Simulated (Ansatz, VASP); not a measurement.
## One calculation of SiC, two programs

```xyz
8
Lattice="5.0618 0.0000 0.0000 0.0000 5.0618 0.0000 0.0000 0.0000 2.7633" Properties=species:S:1:pos:R:3 pbc="T T T"
Si    3.3876    3.3876    1.3817
Si    0.8567    4.2052    0.6908
Si    1.6742    1.6742    0.0000
Si    4.2052    0.8567    2.0725
C     4.2052    4.2052    0.0000
C     1.6742    3.3876    2.0725
C     0.8567    0.8567    1.3817
C     3.3876    1.6742    0.6908
```

Alike in both runs: task single point; functional PBE; k mesh 4 × 4 × 6; occupations gaussian, width 0.1 eV; no spin polarisation.

|  | VASP | Ansatz |
| --- | --- | --- |
| version | VASP 6.6.1 | Ansatz 0.2.0 |
| potentials or method | VASP PAW PBE potentials, release 64 (Si, C), cutoff 520 eV | scalar-relativistic, plane waves, PAW |
| valence electrons in the cell | 32 | 32 |

|  | VASP | Ansatz | Ansatz less VASP |
| --- | --- | --- | --- |
| gap on the k mesh at the Fermi level (eV) | 0.16 | 0.16 | +0.008 |
| least direct gap on the mesh (eV) | 2.24 | 2.25 | +0.004 |
| rms of the force components (eV/Å) | 0.148 | 0.147 | -0.0003 |

Atom by atom the forces differ by 0.000 eV/Å (rms over components).
